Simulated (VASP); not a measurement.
# Al3GaAs4 (P1) in VASP: further runs

Al3GaAs4 is run at these levels: PBEsol; tasks: single point.

Program: VASP 6.6.1. These are calculated values, not measurements. Logs are shortened: lines on timing, memory, paths and dates and some standing lists are left out, and cuts for length are marked.

### Step 1. The cell of the first run

The typed cell holds 16 atoms: a = 11.339 Å, b = 5.670 Å, c = 5.670 Å, α = 90.00°, β = 90.00°, γ = 90.00°.

### Step 2. Single point, PBEsol

Contents of INCAR:

```
PREC = Accurate
ENCUT = 520
EDIFF = 1E-7
ISMEAR = -1
SIGMA = 0.05
LREAL = Auto
LASPH = True
NELM = 100
ALGO = Normal
ISIF = 2
LWAVE = False
LCHARG = False
GGA = PS
NBANDS = 56
```

Contents of KPOINTS:

```
Automatic mesh
0
Gamma
  2 2 2
  0.5 0.5 0.5
```

Contents of POSCAR:

```
Al3GaAs4
1.0
   11.3394560000      0.0000000000      0.0000000000
    0.0000000000      5.6697280000      0.0000000000
    0.0000000000      0.0000000000      5.6697280000
Al As Ga
6 8 2
Direct
    0.0022910000      0.0018820000      0.0004190000
    0.4984990000      0.9947470000      0.9996590000
    0.7513730000      0.4995410000      0.0067330000
    0.7536480000      0.9971620000      0.4981660000
    0.0003420000      0.4975090000      0.5002410000
    0.4978240000      0.5002670000      0.4975290000
    0.1236980000      0.2504940000      0.2545420000
    0.6238790000      0.2493470000      0.2521510000
    0.3737770000      0.7553330000      0.2518080000
    0.8745790000      0.7531290000      0.2542120000
    0.3755360000      0.2518320000      0.7521130000
    0.8723230000      0.2519830000      0.7485910000
    0.1270600000      0.7517560000      0.7468940000
    0.6276540000      0.7501270000      0.7454430000
    0.2513380000      0.5012980000      0.9966680000
    0.2495010000      0.9966710000      0.4957630000
```

Potentials or basis: VASP PAW PBE potentials, release 64 (Al, As, Ga_d).

Started as:

```console
> cat potpaw_PBE.64/Al/POTCAR potpaw_PBE.64/As/POTCAR potpaw_PBE.64/Ga_d/POTCAR > POTCAR
> mpirun -np 1 vasp_std > vasp.out
```

OUTCAR:

```text
PREC = Accurate
   ENCUT = 520
   EDIFF = 1E-7
   ISMEAR = -1
   LREAL = Auto
   LASPH = True
   NELM = 100
   ISIF = 2
   GGA = PS

 ion  position               nearest neighbor table
   1  0.002  0.002  0.000-   7 2.44  13 2.47  10 2.48  12 2.49
   2  0.498  0.995  1.000-   9 2.43  11 2.46  14 2.48   8 2.48
   3  0.751  0.500  0.007-  10 2.45  12 2.45   8 2.46  14 2.49
   4  0.754  0.997  0.498-  10 2.39  12 2.43  14 2.44   8 2.48
   5  0.000  0.498  0.500-   7 2.42  12 2.46  10 2.47  13 2.47
   6  0.498  0.500  0.498-  11 2.45   8 2.45   9 2.45  14 2.48
[... 8 lines left out ...]
  15  0.251  0.501  0.997-  11 2.43  13 2.45   9 2.47   7 2.50
  16  0.250  0.997  0.496-   9 2.40  13 2.43   7 2.44  11 2.50

  LATTYP: Found a simple tetragonal cell.
 ALAT       =     5.6697280000
 C/A-ratio  =     2.0000000000

  Lattice vectors:

 A1 = (   0.0000000000,   5.6697280000,   0.0000000000)
 A2 = (   0.0000000000,   0.0000000000,   5.6697280000)
 A3 = (  11.3394560000,   0.0000000000,   0.0000000000)

Analysis of symmetry for initial positions (statically):
=====================================================================
 Subroutine PRICEL returns:
 Original cell was already a primitive cell.

 Routine SETGRP: Setting up the symmetry group for a
 simple tetragonal supercell.

 Subroutine GETGRP returns: Found  1 space group operations
 (whereof  1 operations were pure point group operations)
 out of a pool of 16 trial point group operations.

The static configuration has the point symmetry C_1 .

Analysis of symmetry for dynamics (positions and initial velocities):
=====================================================================
 Subroutine PRICEL returns:
 Original cell was already a primitive cell.

 Routine SETGRP: Setting up the symmetry group for a
 simple tetragonal supercell.

 Subroutine GETGRP returns: Found  1 space group operations
 (whereof  1 operations were pure point group operations)
 out of a pool of 16 trial point group operations.

The dynamic configuration has the point symmetry C_1 .

 Subroutine INISYM returns: Found  1 space group operations
 (whereof  1 operations are pure point group operations),
 and found     1 'primitive' translations

[... 101 lines left out ...]
   EDIFF  = 0.1E-06   stopping-criterion for ELM
   LREAL  =      T    real-space projection
   EDIFFG = 0.1E-05   stopping-criterion for IOM
   NSW    =      0    number of steps for IOM
   IBRION =     -1    ionic relax: 0-MD 1-quasi-New 2-CG
   NFREE  =      0    steps in history (QN), initial steepest desc. (CG)
   ISIF   =      2    stress and relaxation
   ISYM   =      2    0-nonsym 1-usesym 2-fastsym
   POTIM  = 0.5000    time-step for ionic-motion
   TEBEG  =    0.0;   TEEND  =   0.0 temperature during run
   PSTRESS=    0.0 pullay stress
   NELECT =      84.0000    total number of electrons
   NUPDOWN=      -1.0000    fix difference up-down
   EMIN   =  10.00;   EMAX   =-10.00  energy-range for DOS
   EFERMI =   0.00;   METHOD = LEGACY
   ISMEAR =    -1;   SIGMA  =   0.05  broadening in eV -4-tet -1-fermi 0-gaus
   EFERMI_NEDOS =   21; number of points for ismear=-14 and -15
   IALGO  =     38    algorithm
   IMIX   =      4    mixing-type and parameters
     AMIX     =   0.40;   BMIX     =  1.00
     AMIX_MAG =   1.60;   BMIX_MAG =  1.00
  volume/ion in A,a.u.               =      22.78       153.74
  Fermi-wavevector in a.u.,A,eV,Ry     =   1.003681  1.896682 13.706176  1.007376
  Thomas-Fermi vector in A             =   2.136248
   LORBIT       =      0    0 simple, 1 ext, 2 COOP (PROOUT), +10 PAW based schemes
   GGA     = PS    functional components
   LHFCALC =     F    Hartree Fock is set to
   AEXX    =    0.0000 exact exchange contribution
   IVDW    =     0    specifies the selected vdW correction
   LEPSILON=     F    determine dielectric tensor
   LRPA    =     F    only Hartree local field effects (RPA)
 non-spin polarized calculation
  energy-cutoff  :      520.00
  volume of cell :      364.52
 maximum number of plane-waves:      9819
 NGX is ok and might be reduce to    84
   NGX = 43   NGY = 21   NGZ = 21

 number of electron      84.0000011 magnetization

 Free energy of the ion-electron system (eV)
  ---------------------------------------------------
  ext. energy  EPLUGINS =         0.00000000
  ---------------------------------------------------
  free energy    TOTEN  =       -78.17038060 eV

  energy without entropy =      -78.17038060  energy(sigma->0) =      -78.17038060

 E-fermi :   4.6463     XC(G=0):  -9.3126

 val. band max:        3.5143198344   @ k =   0.2500   0.2500   0.2500
 cond. band min:       5.7748023498   @ k =   0.2500  -0.2500   0.2500
 fundamental gap:      2.2604825154
 Fermi energy:         4.6463184181

 k-point     1 :       0.2500    0.2500    0.2500
  band No.  band energies     occupation
      1     -10.7852      2.00000
      2     -10.7748      2.00000
      3     -10.7561      2.00000
      4     -10.7208      2.00000
      5     -10.7023      2.00000
      6     -10.6909      2.00000
[... 217 lines left out ...]
     53       8.2016      0.00000
     54       8.3351      0.00000
 [bands above 54 left out]

------------------------ aborting loop because EDIFF is reached ----------------------------------------

  FORCE on cell =-STRESS in cart. coord.  units (eV):
  Direction    XX          YY          ZZ          XY          YZ          ZX
  --------------------------------------------------------------------------------------
  -------------------------------------------------------------------------------------
  Total       -0.7865957      1.9988597      1.9626619     -0.4691717      0.6089536     -1.1688420
  in kB       -3.4573671      8.7856969      8.6265949     -2.0621759      2.6765672     -5.1374752
  external PRESSURE =       4.6516416 kB  Pullay stress =       0.0000000 kB

 VOLUME and BASIS-vectors are now :
 -----------------------------------------------------------------------------
  energy-cutoff  :      520.00
  volume of cell :      364.52
      direct lattice vectors                 reciprocal lattice vectors
    11.339456000  0.000000000  0.000000000     0.088187652  0.000000000  0.000000000
     0.000000000  5.669728000  0.000000000     0.000000000  0.176375304  0.000000000
     0.000000000  0.000000000  5.669728000     0.000000000  0.000000000  0.176375304

 POSITION                                       TOTAL-FORCE (eV/Angst)
 -----------------------------------------------------------------------------------
      0.02598      0.01067      0.00238        -0.227374     -0.011550     -0.147048
      5.65271      5.63994      5.66779         0.355464      0.230056     -0.153531
      8.52016      2.83226      0.03817        -0.292421      0.079202     -0.187699
      8.54596      5.65364      2.82447        -0.519940      0.347587      0.135435
      0.00388      2.82074      2.83623        -0.114257      0.216047      0.189017
      5.64505      2.83638      2.82085         0.212471      0.081539      0.158968
[... 8 lines left out ...]
      2.85004      2.84222      5.65084        -0.170798     -0.020172      0.251103
      2.82921      5.65085      2.81084         0.051879      0.444293      0.312594
 -----------------------------------------------------------------------------------
    total drift:                                0.013246     -0.016598     -0.008880

  FREE ENERGIE OF THE ION-ELECTRON SYSTEM (eV)
  ---------------------------------------------------
  free  energy   TOTEN  =       -78.1703806030 eV

  energy  without entropy=      -78.1703806025  energy(sigma->0) =      -78.17038060
```

OSZICAR:

```text
N       E                     dE             d eps       ncg     rms          rms(c)
DAV:   1     0.548419802977E+03    0.54842E+03   -0.32435E+04   448   0.146E+03
DAV:   2     0.109969500378E+02   -0.53742E+03   -0.50688E+03   512   0.332E+02
DAV:   3    -0.749457986740E+02   -0.85943E+02   -0.82928E+02   520   0.125E+02
DAV:   4    -0.800719185438E+02   -0.51261E+01   -0.50760E+01   568   0.312E+01
DAV:   5    -0.802282728393E+02   -0.15635E+00   -0.15597E+00   584   0.532E+00    0.911E+00
DAV:   6    -0.785250008561E+02    0.17033E+01   -0.25343E+00   640   0.106E+01    0.510E+00
DAV:   7    -0.781821479387E+02    0.34285E+00   -0.17005E+00   544   0.383E+00    0.159E+00
DAV:   8    -0.781699628666E+02    0.12185E-01   -0.18044E-01   600   0.310E+00    0.312E-01
DAV:   9    -0.781698704295E+02    0.92437E-04   -0.15278E-02   680   0.124E+00    0.116E-01
DAV:  10    -0.781702103219E+02   -0.33989E-03   -0.18616E-03   544   0.214E-01    0.631E-02
DAV:  11    -0.781703769883E+02   -0.16667E-03   -0.28765E-04   656   0.871E-02    0.164E-02
DAV:  12    -0.781703764550E+02    0.53323E-06   -0.33341E-05   584   0.473E-02    0.100E-02
DAV:  13    -0.781703801438E+02   -0.36888E-05   -0.72254E-06   520   0.163E-02    0.300E-03
DAV:  14    -0.781703805352E+02   -0.39144E-06   -0.44250E-07   544   0.673E-03    0.105E-03
DAV:  15    -0.781703806030E+02   -0.67812E-07   -0.15360E-07   352   0.280E-03
   1 F= -.78170381E+02 E0= -.78170381E+02  d E =-.539065E-09
```

stdout:

```text
POSCAR found type information on POSCAR AlAsGa
 POSCAR found :  3 types and      16 ions
 scaLAPACK will be used
 -----------------------------------------------------------------------------
|                                                                             |
|                                                                             |
|     You enforced a specific xc type in the INCAR file but a different       |
|     I HOPE YOU KNOW WHAT YOU ARE DOING!                                     |
|                                                                             |
 -----------------------------------------------------------------------------

 LDA part: xc-table for (Slater+PW92), standard interpolation
 POSCAR, INCAR and KPOINTS ok, starting setup
 FFT: planning ... GRIDC
 FFT: planning ... GRID_SOFT
 FFT: planning ... GRID
 WAVECAR not read
 entering main loop
```

Run time: 3.2 min. Hardware: 1 thread of AMD EPYC 7R43 (Zen 3), shared host; peak memory 0.34 GiB.

What came out:

```
Free energy            : -78.1704 eV
Pressure               : 0.5 GPa
Largest force          : 0.647 eV/Å
Band gap on the k mesh : 2.26 eV
```

Forces on the atoms (eV/Å):
```
Al  -0.227 -0.012 -0.147
Al   0.355  0.230 -0.154
Al  -0.292  0.079 -0.188
Al  -0.520  0.348  0.135
Al  -0.114  0.216  0.189
Al   0.212  0.082  0.159
As   0.280  0.087 -0.350
As   0.037 -0.161 -0.086
As   0.067 -0.412 -0.199
As   0.482 -0.240 -0.359
As  -0.099 -0.259 -0.204
As   0.402 -0.084  0.245
As  -0.247 -0.152  0.146
As  -0.217 -0.148  0.248
Ga  -0.171 -0.020  0.251
Ga   0.052  0.444  0.313
```

Caveat: the k points lie up to 0.55 Å⁻¹ apart; the PAW data sets were made with another functional, which shifts forces and pressure a little; a shifted mesh leaves out Γ, where band edges can lie.

### Step 3. Single point, PBEsol

Contents of INCAR:

```
  ALGO = Normal
  EDIFF = 1E-6
  ENCUT = 520
  GGA = PS
  ISIF = 2
  ISMEAR = -1
  LASPH = True
  LCHARG = True
  LELF = True
  LREAL = Auto
  LVHAR = True
  LWAVE = False
  NBANDS = 56
  NELECT = 78.0
  NELM = 60
  PREC = Accurate
  SIGMA = 0.05
```

KPOINTS is that of step 2.

POSCAR is that of step 2.

Potentials or basis: VASP PAW PBE potentials, release 64 (Al, As, Ga_d).

Started as:

```console
> cat potpaw_PBE.64/Al/POTCAR potpaw_PBE.64/As/POTCAR potpaw_PBE.64/Ga_d/POTCAR > POTCAR
> mpirun -np 1 vasp_std > vasp.out
```

OUTCAR:

```text
EDIFF = 1E-6
   ENCUT = 520
   GGA = PS
   ISIF = 2
   ISMEAR = -1
   LASPH = True
   LREAL = Auto
   NELECT = 78.0
   NELM = 60
   PREC = Accurate

 ion  position               nearest neighbor table
   1  0.002  0.002  0.000-   7 2.44  13 2.47  10 2.48  12 2.49
   2  0.498  0.995  1.000-   9 2.43  11 2.46  14 2.48   8 2.48
   3  0.751  0.500  0.007-  10 2.45  12 2.45   8 2.46  14 2.49
   4  0.754  0.997  0.498-  10 2.39  12 2.43  14 2.44   8 2.48
   5  0.000  0.498  0.500-   7 2.42  12 2.46  10 2.47  13 2.47
   6  0.498  0.500  0.498-  11 2.45   8 2.45   9 2.45  14 2.48
[... 8 lines left out ...]
  15  0.251  0.501  0.997-  11 2.43  13 2.45   9 2.47   7 2.50
  16  0.250  0.997  0.496-   9 2.40  13 2.43   7 2.44  11 2.50

  LATTYP: Found a simple tetragonal cell.
 ALAT       =     5.6697280000
 C/A-ratio  =     2.0000000000

  Lattice vectors:

 A1 = (   0.0000000000,   5.6697280000,   0.0000000000)
 A2 = (   0.0000000000,   0.0000000000,   5.6697280000)
 A3 = (  11.3394560000,   0.0000000000,   0.0000000000)

Analysis of symmetry for initial positions (statically):
=====================================================================
 Subroutine PRICEL returns:
 Original cell was already a primitive cell.

 Routine SETGRP: Setting up the symmetry group for a
 simple tetragonal supercell.

 Subroutine GETGRP returns: Found  1 space group operations
 (whereof  1 operations were pure point group operations)
 out of a pool of 16 trial point group operations.

The static configuration has the point symmetry C_1 .

Analysis of symmetry for dynamics (positions and initial velocities):
=====================================================================
 Subroutine PRICEL returns:
 Original cell was already a primitive cell.

[... 135 lines left out ...]
  volume/ion in A,a.u.               =      22.78       153.74
  Fermi-wavevector in a.u.,A,eV,Ry     =   0.979191  1.850403 13.045474  0.958815
  Thomas-Fermi vector in A             =   2.110025
   LORBIT       =      0    0 simple, 1 ext, 2 COOP (PROOUT), +10 PAW based schemes
   GGA     = PS    functional components
   LHFCALC =     F    Hartree Fock is set to
   AEXX    =    0.0000 exact exchange contribution
   IVDW    =     0    specifies the selected vdW correction
   LEPSILON=     F    determine dielectric tensor
   LRPA    =     F    only Hartree local field effects (RPA)
 non-spin polarized calculation
  energy-cutoff  :      520.00
  volume of cell :      364.52
 maximum number of plane-waves:      9819
 NGX is ok and might be reduce to    84
   NGX = 43   NGY = 21   NGZ = 21

 number of electron      78.0000011 magnetization

 Free energy of the ion-electron system (eV)
  ---------------------------------------------------
  ext. energy  EPLUGINS =         0.00000000
  ---------------------------------------------------
  free energy    TOTEN  =       -96.75636294 eV

  energy without entropy =      -96.58462871  energy(sigma->0) =      -96.67049583

 E-fermi :   2.7878     XC(G=0):  -9.0112

 val. band max:        2.7849373973   @ k =   0.2500   0.2500   0.2500
 cond. band min:       2.8054637933   @ k =   0.2500  -0.2500  -0.2500
 fundamental gap:      0.0205263960
 Fermi energy:         2.7878106096

 k-point     1 :       0.2500    0.2500    0.2500
  band No.  band energies     occupation
      1     -10.9315      2.00000
      2     -10.9201      2.00000
      3     -10.9026      2.00000
      4     -10.8766      2.00000
      5     -10.8586      2.00000
      6     -10.8433      2.00000
[... 205 lines left out ...]
     50       6.9728      0.00000
     51       7.8307      0.00000
 [bands above 51 left out]

------------------------ aborting loop because EDIFF is reached ----------------------------------------

  FORCE on cell =-STRESS in cart. coord.  units (eV):
  Direction    XX          YY          ZZ          XY          YZ          ZX
  --------------------------------------------------------------------------------------
  -------------------------------------------------------------------------------------
  Total      -48.1307175    -47.1689961    -47.0174999     -0.7102323      1.0943933     -1.8817216
  in kB     -211.5515684   -207.3244616   -206.6585822     -3.1217227      4.8102465     -8.2708334
  external PRESSURE =    -208.5115374 kB  Pullay stress =       0.0000000 kB

 VOLUME and BASIS-vectors are now :
 -----------------------------------------------------------------------------
  energy-cutoff  :      520.00
  volume of cell :      364.52
      direct lattice vectors                 reciprocal lattice vectors
    11.339456000  0.000000000  0.000000000     0.088187652  0.000000000  0.000000000
     0.000000000  5.669728000  0.000000000     0.000000000  0.176375304  0.000000000
     0.000000000  0.000000000  5.669728000     0.000000000  0.000000000  0.176375304

 POSITION                                       TOTAL-FORCE (eV/Angst)
 -----------------------------------------------------------------------------------
      0.02598      0.01067      0.00238        -0.228987     -0.133655     -0.135797
      5.65271      5.63994      5.66779         0.310555      0.034975     -0.121854
      8.52016      2.83226      0.03817        -0.061541      0.019121     -0.075018
      8.54596      5.65364      2.82447        -0.282358      0.206887      0.057699
      0.00388      2.82074      2.83623        -0.140530      0.150019      0.098496
      5.64505      2.83638      2.82085         0.157376      0.032316      0.028334
[... 8 lines left out ...]
      2.85004      2.84222      5.65084        -0.095478     -0.094668      0.167076
      2.82921      5.65085      2.81084         0.083059      0.249609      0.113577
 -----------------------------------------------------------------------------------
    total drift:                                0.012147     -0.015125     -0.007356

  FREE ENERGIE OF THE ION-ELECTRON SYSTEM (eV)
  ---------------------------------------------------
  free  energy   TOTEN  =       -96.7563629385 eV

  energy  without entropy=      -96.5846287143  energy(sigma->0) =      -96.67049583
```

It took 3 min on 1 thread of AMD EPYC 7R43 (Zen 3), shared host; peak memory 0.34 GiB.

Results:

```yaml
Free_energy: -96.7564 eV
Largest_force: 0.560 eV/Å
```

Forces on the atoms (eV/Å):
```
Al  -0.229 -0.134 -0.136
Al   0.311  0.035 -0.122
Al  -0.062  0.019 -0.075
Al  -0.282  0.207  0.058
Al  -0.141  0.150  0.098
Al   0.157  0.032  0.028
As   0.526  0.121 -0.150
As  -0.049 -0.069 -0.028
As  -0.264 -0.217 -0.035
As   0.370 -0.122 -0.291
As  -0.368 -0.127 -0.086
As   0.195  0.009  0.164
As   0.042  0.000  0.152
As  -0.194 -0.059  0.141
Ga  -0.095 -0.095  0.167
Ga   0.083  0.250  0.114
```

Caveat: the k points lie up to 0.55 Å⁻¹ apart; the cell carries a net charge on a neutralising background, which shifts energy and pressure; the cell is charged against a uniform background, so pressure and absolute levels hang on convention; the PAW data sets were made with another functional, which shifts forces and pressure a little.
